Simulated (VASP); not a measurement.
# Bi (Fd-3m) in VASP: a series of runs

The runs below take Bi through single point, with PBEsol.

Everything below comes from runs of VASP 6.6.1. Logs are shortened: lines on timing, memory, paths and dates and some standing lists are left out, and cuts for length are marked.

## 1. The cell of the first run

Symmetry: Fd-3m, No. 227, cubic system. Conventional cell: a = 6.109 Å, b = 6.109 Å, c = 6.109 Å, α = 90.00°, β = 90.00°, γ = 90.00°. Within 3.5 Å of Bi (site symmetry -43m) lie 4 Bi at 2.65 Å.

## 2. Single point, PBEsol

INCAR reads:

```
SYSTEM = Bi
PREC     = Accurate       ! precision mode
ENCUT    = 520            ! plane-wave cutoff, eV
EDIFF    = 1E-6           ! SCF threshold, eV
ISMEAR   = -1             ! smearing method
SIGMA    = 0.1            ! smearing width, eV
LREAL    = .False.        ! projectors in reciprocal space
LASPH    = .True.         ! aspherical terms in the spheres
NELM     = 60             ! most SCF steps
ALGO     = Normal         ! electronic algorithm
ISIF     = 2              ! what is computed and relaxed
LWAVE    = .False.        ! write WAVECAR
LCHARG   = .False.        ! write CHGCAR
GGA      = PS             ! functional
NBANDS   = 22             ! bands
```

KPOINTS reads:

```
regular mesh
0
Gamma
  6 6 6
  0 0 0
```

POSCAR reads:

```
Bi
1.0
    0.0000000000      3.0543591173      3.0543591173
    3.0543591173      0.0000000000      3.0543591173
    3.0543591173      3.0543591173      0.0000000000
Bi
2
Direct
    0.0000000000      0.0000000000      0.0000000000
    0.2500000000      0.2500000000      0.2500000000
```

Potentials or basis: VASP PAW PBE potentials, release 64 (Bi_d).

Run with:

```console
> cat potpaw_PBE.64/Bi_d/POTCAR > POTCAR
> mpirun -np 1 vasp_std > vasp.out
```

OUTCAR:

```text
SYSTEM = Bi
   PREC = Accurate
   ENCUT = 520
   EDIFF = 1E-6
   ISMEAR = -1
   LREAL = .False.
   LASPH = .True.
   NELM = 60
   ISIF = 2
   GGA = PS

 ion  position               nearest neighbor table
   1  0.000  0.000  0.000-   2 2.65   2 2.65   2 2.65   2 2.65
   2  0.250  0.250  0.250-   1 2.65   1 2.65   1 2.65   1 2.65

  LATTYP: Found a face centered cubic cell.
 ALAT       =     6.1087182346

  Lattice vectors:

 A1 = (   0.0000000000,   3.0543591173,   3.0543591173)
 A2 = (   3.0543591173,   0.0000000000,   3.0543591173)
 A3 = (   3.0543591173,   3.0543591173,   0.0000000000)

Analysis of symmetry for initial positions (statically):
=====================================================================
 Subroutine PRICEL returns:
 Original cell was already a primitive cell.

 Routine SETGRP: Setting up the symmetry group for a
 face centered cubic supercell.

 Subroutine GETGRP returns: Found 48 space group operations
 (whereof 24 operations were pure point group operations)
 out of a pool of 48 trial point group operations.

The static configuration has the point symmetry T_d .
 The point group associated with its full space group is O_h .

Analysis of symmetry for dynamics (positions and initial velocities):
=====================================================================
 Subroutine PRICEL returns:
 Original cell was already a primitive cell.

 Routine SETGRP: Setting up the symmetry group for a
 face centered cubic supercell.

 Subroutine GETGRP returns: Found 48 space group operations
 (whereof 24 operations were pure point group operations)
 out of a pool of 48 trial point group operations.

The dynamic configuration has the point symmetry T_d .
 The point group associated with its full space group is O_h .

 Subroutine INISYM returns: Found 48 space group operations
 (whereof 24 operations are pure point group operations),
 and found     1 'primitive' translations

----------------------------------------------------------------------------------------

                                     Primitive cell

  volume of cell :      56.9889

  direct lattice vectors                    reciprocal lattice vectors
     0.000000000  3.054359117  3.054359117    -0.163700462  0.163700462  0.163700462
     3.054359117  0.000000000  3.054359117     0.163700462 -0.163700462  0.163700462
     3.054359117  3.054359117  0.000000000     0.163700462  0.163700462 -0.163700462

  length of vectors
     4.319516088  4.319516088  4.319516088     0.283537518  0.283537518  0.283537518

  position of ions in fractional coordinates (direct lattice)
     0.000000000  0.000000000  0.000000000
     0.250000000  0.250000000  0.250000000

  ion indices of the primitive-cell ions
   primitive index   ion index
                 1           1
                 2           2

----------------------------------------------------------------------------------------

 KPOINTS: regular mesh

Automatic generation of k-mesh.
 Grid dimensions read from file:
 generate k-points for:    6    6    6

 Generating k-lattice:

  Cartesian coordinates                     Fractional coordinates (reciprocal lattice)
    -0.027283410  0.027283410  0.027283410     0.166666667  0.000000000  0.000000000
     0.027283410 -0.027283410  0.027283410     0.000000000  0.166666667  0.000000000
     0.027283410  0.027283410 -0.027283410     0.000000000  0.000000000  0.166666667

  Length of vectors
     0.047256253  0.047256253  0.047256253

  Shift w.r.t. Gamma in fractional coordinates (k-lattice)
     0.000000000  0.000000000  0.000000000

 Subroutine IBZKPT returns following result:
 ===========================================

 Found     16 irreducible k-points:

 Following reciprocal coordinates:
            Coordinates               Weight
  0.000000  0.000000  0.000000      1.000000
  0.166667  0.000000  0.000000      8.000000
  0.333333  0.000000  0.000000      8.000000
  0.500000  0.000000  0.000000      4.000000
  0.166667  0.166667  0.000000      6.000000
  0.333333  0.166667  0.000000     24.000000
[... 8 lines left out ...]
 -0.333333  0.333333  0.166667     24.000000
 -0.333333  0.500000  0.166667     12.000000
   k-points           NKPTS =     16   k-points in BZ     NKDIM =     16   number of bands    NBANDS=     22
   number of dos      NEDOS =    301   number of ions     NIONS =      2
   total plane-waves  NPLWV =  32768
   dimension x,y,z NGX =    32 NGY =   32 NGZ =   32
   dimension x,y,z NGXF=    64 NGYF=   64 NGZF=   64
   ions per type =               2
   NGX,Y,Z   is equivalent  to a cutoff of  12.32, 12.32, 12.32 a.u.
   NGXF,Y,Z  is equivalent  to a cutoff of  24.63, 24.63, 24.63 a.u.
 SYSTEM =  Bi
   PREC   = accura    normal or accurate (medium, high low for compatibility)
   ISTART =      0    job   : 0-new  1-cont  2-samecut
   ICHARG =      2    charge: 1-file 2-atom 10-const
   ISPIN  =      1    spin polarized calculation?
   LNONCOLLINEAR =      F non collinear calculations
   LSORBIT =      F    spin-orbit coupling
   LASPH  =      T    aspherical Exc in radial PAW
   ENCUT  =  520.0 eV  38.22 Ry    6.18 a.u.   8.03  8.03  8.03*2*pi/ulx,y,z
   NELM   =     60;   NELMIN=  2; NELMDL= -5     # of ELM steps
   EDIFF  = 0.1E-05   stopping-criterion for ELM
   LREAL  =      F    real-space projection
   EDIFFG = 0.1E-04   stopping-criterion for IOM
   NSW    =      0    number of steps for IOM
   IBRION =     -1    ionic relax: 0-MD 1-quasi-New 2-CG
   NFREE  =      0    steps in history (QN), initial steepest desc. (CG)
   ISIF   =      2    stress and relaxation
   ISYM   =      2    0-nonsym 1-usesym 2-fastsym
   POTIM  = 0.5000    time-step for ionic-motion
   TEBEG  =    0.0;   TEEND  =   0.0 temperature during run
   PSTRESS=    0.0 pullay stress
   NELECT =      30.0000    total number of electrons
   NUPDOWN=      -1.0000    fix difference up-down
   EMIN   =  10.00;   EMAX   =-10.00  energy-range for DOS
   EFERMI =   0.00;   METHOD = LEGACY
   ISMEAR =    -1;   SIGMA  =   0.10  broadening in eV -4-tet -1-fermi 0-gaus
   EFERMI_NEDOS =   21; number of points for ismear=-14 and -15
   IALGO  =     38    algorithm
   IMIX   =      4    mixing-type and parameters
     AMIX     =   0.40;   BMIX     =  1.00
     AMIX_MAG =   1.60;   BMIX_MAG =  1.00
  volume/ion in A,a.u.               =      28.49       192.29
  Fermi-wavevector in a.u.,A,eV,Ry     =   1.321859  2.497951 23.773615  1.747311
  Thomas-Fermi vector in A             =   2.451582
   LORBIT       =      0    0 simple, 1 ext, 2 COOP (PROOUT), +10 PAW based schemes
   GGA     = PS    functional components
   LHFCALC =     F    Hartree Fock is set to
   AEXX    =    0.0000 exact exchange contribution
   IVDW    =     0    specifies the selected vdW correction
   LEPSILON=     F    determine dielectric tensor
   LRPA    =     F    only Hartree local field effects (RPA)
 non-spin polarized calculation
  energy-cutoff  :      520.00
  volume of cell :       56.99
 maximum number of plane-waves:      1572
   NGX = 17   NGY = 17   NGZ = 17

 number of electron      29.9999985 magnetization

 Free energy of the ion-electron system (eV)
  ---------------------------------------------------
  ext. energy  EPLUGINS =         0.00000000
  ---------------------------------------------------
  free energy    TOTEN  =        -4.85225808 eV

  energy without entropy =       -4.78563681  energy(sigma->0) =       -4.81894745

 E-fermi :   9.6436     XC(G=0): -10.5114

 val. band max:        9.6166482842   @ k =  -0.3333   0.3333   0.1667
 cond. band min:       9.7506606211   @ k =   0.5000   0.3333   0.0000
 fundamental gap:      0.1340123370
 Fermi energy:         9.6435721134

 k-point     1 :       0.0000    0.0000    0.0000
  band No.  band energies     occupation
      1     -14.8331      2.00000
      2     -14.8331      2.00000
      3     -14.8331      2.00000
      4     -14.6750      2.00000
      5     -14.6750      2.00000
      6     -13.9423      2.00000
[... 14 lines left out ...]
     21      16.3381      0.00000
     22      16.3381      0.00000

 k-point     2 :       0.1667    0.0000    0.0000
  band No.  band energies     occupation
      1     -14.8697      2.00000
      2     -14.8697      2.00000
      3     -14.8225      2.00000
      4     -14.6192      2.00000
      5     -14.6192      2.00000
      6     -13.9965      2.00000
[... 14 lines left out ...]
     21      15.5584      0.00000
     22      15.7984      0.00000

 k-point     3 :       0.3333    0.0000    0.0000
  band No.  band energies     occupation
      1     -14.9051      2.00000
      2     -14.9051      2.00000
      3     -14.7999      2.00000
      4     -14.5517      2.00000
      5     -14.5517      2.00000
      6     -14.0448      2.00000
[... 14 lines left out ...]
     21      15.9726      0.00000
     22      18.4592      0.00000

 k-point     4 :       0.5000    0.0000    0.0000
  band No.  band energies     occupation
      1     -14.9146      2.00000
      2     -14.9146      2.00000
      3     -14.7878      2.00000
      4     -14.5313      2.00000
      5     -14.5313      2.00000
      6     -14.0634      2.00000
[... 14 lines left out ...]
     21      17.1150      0.00000
     22      17.3125      0.00000

 k-point     5 :       0.1667    0.1667    0.0000
  band No.  band energies     occupation
      1     -14.8654      2.00000
      2     -14.8654      2.00000
      3     -14.8571      2.00000
      4     -14.6216      2.00000
      5     -14.5578      2.00000
      6     -14.1293      2.00000
[... 14 lines left out ...]
     21      17.1210      0.00000
     22      17.1210      0.00000

 k-point     6 :       0.3333    0.1667    0.0000
  band No.  band energies     occupation
      1     -14.9295      2.00000
      2     -14.9002      2.00000
      3     -14.8003      2.00000
      4     -14.5511      2.00000
      5     -14.4706      2.00000
      6     -14.2262      2.00000
[... 14 lines left out ...]
     21      17.0914      0.00000
     22      17.7662      0.00000

 k-point     7 :       0.5000    0.1667    0.0000
  band No.  band energies     occupation
      1     -14.9685      2.00000
      2     -14.9263      2.00000
      3     -14.7275      2.00000
      4     -14.4853      2.00000
      5     -14.4635      2.00000
      6     -14.2177      2.00000
[... 124 lines left out ...]
      6     -14.3438      2.00000
[... 14 lines left out ...]
     21      18.8959      0.00000
     22      19.2157      0.00000

 k-point    13 :       0.5000    0.5000    0.0000
  band No.  band energies     occupation
      1     -14.9480      2.00000
      2     -14.9480      2.00000
      3     -14.6538      2.00000
      4     -14.6538      2.00000
      5     -14.2759      2.00000
      6     -14.2759      2.00000
[... 14 lines left out ...]
     21      19.4667      0.00000
     22      19.4700      0.00000

 k-point    14 :       0.5000    0.3333    0.1667
  band No.  band energies     occupation
      1     -14.9641      2.00000
      2     -14.9515      2.00000
      3     -14.7088      2.00000
      4     -14.4800      2.00000
      5     -14.3727      2.00000
      6     -14.3293      2.00000
[... 14 lines left out ...]
     21      18.2055      0.00000
     22      18.2381      0.00000

 k-point    15 :      -0.3333    0.3333    0.1667
  band No.  band energies     occupation
      1     -14.9965      2.00000
      2     -14.9620      2.00000
      3     -14.6347      2.00000
      4     -14.4204      2.00000
      5     -14.3490      2.00000
      6     -14.3460      2.00000
[... 14 lines left out ...]
     21      17.8972      0.00000
     22      19.0020      0.00000

 k-point    16 :      -0.3333    0.5000    0.1667
  band No.  band energies     occupation
      1     -14.9816      2.00000
      2     -14.9816      2.00000
      3     -14.5577      2.00000
      4     -14.5577      2.00000
      5     -14.2905      2.00000
      6     -14.2905      2.00000
[... 14 lines left out ...]
     21      18.9582      0.00000
     22      18.9582      0.00000

------------------------ aborting loop because EDIFF is reached ----------------------------------------

  FORCE on cell =-STRESS in cart. coord.  units (eV):
  Direction    XX          YY          ZZ          XY          YZ          ZX
  --------------------------------------------------------------------------------------
  -------------------------------------------------------------------------------------
  Total       15.9731359     15.9731359     15.9731359      0.0000000     -0.0000000     -0.0000000
  in kB      449.0663161    449.0663161    449.0663161      0.0000000     -0.0000000     -0.0000000
  external PRESSURE =     449.0663161 kB  Pullay stress =       0.0000000 kB

 VOLUME and BASIS-vectors are now :
 -----------------------------------------------------------------------------
  energy-cutoff  :      520.00
  volume of cell :       56.99
      direct lattice vectors                 reciprocal lattice vectors
     0.000000000  3.054359117  3.054359117    -0.163700462  0.163700462  0.163700462
     3.054359117  0.000000000  3.054359117     0.163700462 -0.163700462  0.163700462
     3.054359117  3.054359117  0.000000000     0.163700462  0.163700462 -0.163700462

 POSITION                                       TOTAL-FORCE (eV/Angst)
 -----------------------------------------------------------------------------------
      0.00000      0.00000      0.00000         0.000000      0.000000      0.000000
      1.52718      1.52718      1.52718        -0.000000     -0.000000     -0.000000
 -----------------------------------------------------------------------------------
    total drift:                               -0.000000      0.000000      0.000000

  FREE ENERGIE OF THE ION-ELECTRON SYSTEM (eV)
  ---------------------------------------------------
  free  energy   TOTEN  =        -4.8522580783 eV

  energy  without entropy=       -4.7856368148  energy(sigma->0) =       -4.81894745
```

It took 8 s on 1 thread of Intel Xeon 6975P-C (Granite Rapids), shared host; peak memory 0.17 GiB.

What came out:

```yaml
Free_energy: -4.8523 eV
Pressure: 44.9 GPa
Band_gap_on_the_k_mesh: zero (band 15 reaches 9.79 eV, above the bottom of band 16 at 8.15 eV)
```

Levels at points of the mesh, in eV from the Fermi level:
```tsv
k point	band 11	band 12	band 13	band 14	band 15	band 16	band 17	band 18	band 19	band 20
(0.00, 0.00, 0.00)	-16.63	-5.71	-2.17	-2.17	-2.17	0.33	0.33	0.33	2.45	6.69
(0.50, 0.00, 0.00)	-14.67	-11.09	-3.77	-3.77	-3.36	1.76	1.76	3.67	7.30	7.47
(0.50, 0.50, 0.00)	-12.85	-12.85	-5.45	-5.45	-1.49	-1.49	6.79	6.79	8.14	8.14
```

Caveat: the PAW data sets were made with another functional, which shifts forces and pressure a little; spin-orbit coupling is left out, which moves the levels of the heavy elements.

(Part 1 of 2 ends here.)
